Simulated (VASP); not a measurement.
# Hg: single point with PBEsol

Hg:

```xyz
2
Lattice="3.4618 0.0000 0.0000 -1.7309 2.9980 0.0000 0.0000 0.0000 5.4875" Properties=species:S:1:pos:R:3 pbc="T T T"
Hg    1.7309    0.9993    4.1157
Hg    0.0000    1.9987    1.3719
```

```json
{
  "Program": "VASP 6.6.1",
  "Task": "single point",
  "Functional": "PBEsol",
  "Potentials or basis": "VASP PAW PBE potentials, release 64 (Hg)",
  "Cutoff": "520 eV",
  "k mesh": "6 × 6 × 4",
  "Occupations": "methfessel-paxton, width 0.1 eV",
  "Spin": "no spin polarisation",
  "Dipole correction": "no",
  "Further INCAR settings": "ALGO = Normal; EDIFF = 1e-06; NBANDS = 19"
}
```

| Item | Value |
| --- | --- |
| Pressure | -2.1 GPa |
| Band gap on the k mesh | zero (band 12 reaches 0.57 eV, above the bottom of band 13 at 0.43 eV) |

Stress tensor (GPa, compression positive):
```
-2.10  0.00  0.00
 0.00 -2.10  0.00
 0.00  0.00 -2.19
```

Levels at points of the mesh, in eV from the Fermi level:
```
           k point  band 9  band 10  band 11  band 12  band 13  band 14  band 15  band 16
(0.00, 0.00, 0.00)   -5.57    -5.05    -5.05    -1.05    -0.17    11.24    11.24    12.87
(0.50, 0.00, 0.00)   -4.97    -4.96    -2.01    -1.44     2.77     3.58     4.40     6.78
(0.00, 0.00, 0.50)   -5.21    -5.21    -5.21    -5.21     6.80     6.80    12.25    12.25
(0.50, 0.00, 0.50)   -5.00    -5.00    -0.91    -0.91     0.51     0.51     8.67     8.67
```

It took 9.8 s on 1 thread of Intel Xeon 6975P-C (shared host), peak memory 0.17 GiB.

Caveat: the PAW data sets were made with another functional, which shifts forces and pressure a little; spin-orbit coupling is left out, which moves the levels of the heavy elements.
